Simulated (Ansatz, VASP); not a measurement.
**GaSb: VASP beside Ansatz**

INCAR

```
SYSTEM = GaSb
ALGO = Normal
EDIFF = 1E-6
ENCUT = 500
GGA = PE
GGA_COMPAT = .FALSE.
ISIF = 2
ISMEAR = 0
LASPH = .TRUE.
LCHARG = .FALSE.
LREAL = .FALSE.
LWAVE = .FALSE.
NBANDS = 16
NELM = 120
PREC = Accurate
SIGMA = 0.1
```

File KPOINTS:

```
k-points
0
G
  6 6 6
  0 0 0
```

File POSCAR:

```
GaSb
1.0
   -2.7534340000      2.7534340000      1.5907070000
    2.7534340000     -2.7534340000      1.5907070000
    2.7534340000      2.7534340000     -1.5907070000
Ga Sb
1 1
Direct
    0.2500000000      0.7500000000      0.5000000000
    0.0000000000      0.0000000000      0.0000000000
```

Input for Ansatz:

```yaml
crystal:
  lattice:
    - [-2.753434, 2.753434, 1.590707]
    - [2.753434, -2.753434, 1.590707]
    - [2.753434, 2.753434, -1.590707]
  atoms:
    - { symbol: Ga, position: [0.25, 0.75, 0.5] }
    - { symbol: Sb, position: [0.0, 0.0, 0.0] }
basis:
  ecutwfc: 420
kpoints:
  mp_grid: { grid: [6, 6, 6] }
hamiltonian:
  xc: pbe
scf:
  occupations: { method: gaussian, width: 0.1 }
output:
  forces: true
  stress: true
  eigenvalues: true
```

Alike in both runs: task single point; functional PBE; k mesh 6 × 6 × 6; occupations gaussian, width 0.1 eV; no spin polarisation.

|  | VASP | Ansatz |
| --- | --- | --- |
| version | VASP 6.6.1 | Ansatz 0.2.0 |
| potentials or method | VASP PAW PBE potentials, release 64 (Ga_d, Sb), cutoff 500 eV | scalar-relativistic, plane waves, PAW |
| valence electrons in the cell | 18 | 28 |

VASP gave:

| Property | Result |
| --- | --- |
| gap on the k mesh at the Fermi level (eV) | none |
| pressure (GPa) | 0.4 |
| traceless stress, the component that is largest in VASP (GPa) | -2.18 |

**Question.** What did Ansatz give for the same quantities?

**Answer.** gap on the k mesh at the Fermi level (eV): none; pressure (GPa): 0.4; traceless stress, the component that is largest in VASP (GPa): -2.13.

A gap of «none» marks a metal or a gap that the smearing closes. VASP's potentials hold 18 valence electrons a cell and Ansatz's 28, so a difference there can come from the potentials and not from the codes.

The k mesh is coarse, so the values compare programs but aren't converged. Spin-orbit coupling is off throughout.
